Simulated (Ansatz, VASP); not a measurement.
## One calculation of LiF, two programs

```xyz
4
Lattice="2.7910 0.0000 0.0000 -1.3955 2.4170 0.0000 0.0000 0.0000 4.6132" Properties=species:S:1:pos:R:3 pbc="T T T"
Li    0.0000    1.6114    1.7714
Li    1.3955    0.8057    4.0780
F     0.0000    1.6114    4.5718
F     1.3955    0.8057    2.2652
```

Alike in both runs: task single point; functional LDA; k mesh 9 × 9 × 6; occupations gaussian, width 0.05 eV; no spin polarisation.

|  | VASP | Ansatz |
| --- | --- | --- |
| version | VASP 6.6.1 | Ansatz 0.2.0 |
| potentials or method | VASP PAW LDA potentials, release 64 (Li_sv, F), cutoff 520 eV | scalar-relativistic, plane waves, PAW |
| valence electrons in the cell | 20 | 20 |

```csv
,VASP,Ansatz,Ansatz less VASP
gap on the k mesh at the Fermi level (eV),8.98,9.00,+0.020
least direct gap on the mesh (eV),8.98,9.00,+0.020
rms of the force components (eV/Å),0.300,0.296,-0.0043
```

LDA's correlation is that of Perdew and Zunger in VASP and of Perdew and Wang (1992) in Ansatz. Atom by atom the forces differ by 0.004 eV/Å (rms over components).

Noted on VASP's run: the cutoff is short for stress, so the pressure is rough.
